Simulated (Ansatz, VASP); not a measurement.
# Two plane-wave programs on AlN

```xyz
2
Lattice="-0.2441 1.8856 1.8856 1.8856 -0.2441 1.8856 1.8856 1.8856 -0.2441" Properties=species:S:1:pos:R:3 pbc="T T T"
Al    1.7635    1.7635    1.7635
N     0.0000    0.0000    0.0000
```

Alike in both runs: task single point; functional PBE; k mesh 10 × 10 × 10; occupations gaussian, width 0.02 eV; no spin polarisation.

```csv
,VASP,Ansatz
version,VASP 6.6.1,Ansatz 0.2.0
potentials or method,"VASP PAW PBE potentials, release 64 (Al, N), cutoff 520 eV","scalar-relativistic, plane waves, PAW"
valence electrons in the cell,8,8
```

Ansatz gave:

- gap on the k mesh at the Fermi level (eV): 1.75
- least direct gap on the mesh (eV): 3.86
- pressure (GPa): 17.0
- traceless stress, the component that is largest in VASP (GPa): 31.21

Estimate VASP's values.

gap on the k mesh at the Fermi level (eV): 1.73; least direct gap on the mesh (eV): 3.87; pressure (GPa): 16.7; traceless stress, the component that is largest in VASP (GPa): 31.25.

With one functional, cell and mesh, what is left measures potentials, basis and numerics.
